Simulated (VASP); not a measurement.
Al16H2O, 19 atoms in the cell. The cell holds a slab with vacuum, 19 atoms: a = 8.100 Å, b = 5.728 Å, c = 17.296 Å, α = 90.00°, β = 90.00°, γ = 90.00°. 

- Program: VASP 6.6.1
- Task: single point
- Functional: LDA
- Potentials or basis: VASP PAW LDA potentials, release 64 (Al, O, H)
- Cutoff: 520 eV
- k mesh: 3 × 4 × 1
- Occupations: fermi-dirac, width 0.15 eV
- Spin: no spin polarisation
- Dipole correction: no
- Further INCAR settings: LREAL = Auto; ALGO = Normal; EDIFF = 1e-06; NBANDS = 43

Potentials or basis: VASP PAW LDA potentials, release 64 (Al, O, H).

The run is started by

```bash
$ cat potpaw_LDA.64/Al/POTCAR potpaw_LDA.64/O/POTCAR potpaw_LDA.64/H/POTCAR > POTCAR
$ mpirun -np 1 vasp_std > vasp.out
```

Hardware: 1 thread of Intel(R) Xeon(R) Platinum 8375C CPU @ 2.90GHz (Ice Lake), with other jobs on the host.

Question: Estimate the wall time of this run.

Answer: Wall time 10 min on 1 thread of Intel(R) Xeon(R) Platinum 8375C CPU @ 2.90GHz (Ice Lake), on a shared host, peak memory 0.67 GiB. Counts: scf iterations 23, k points 7.
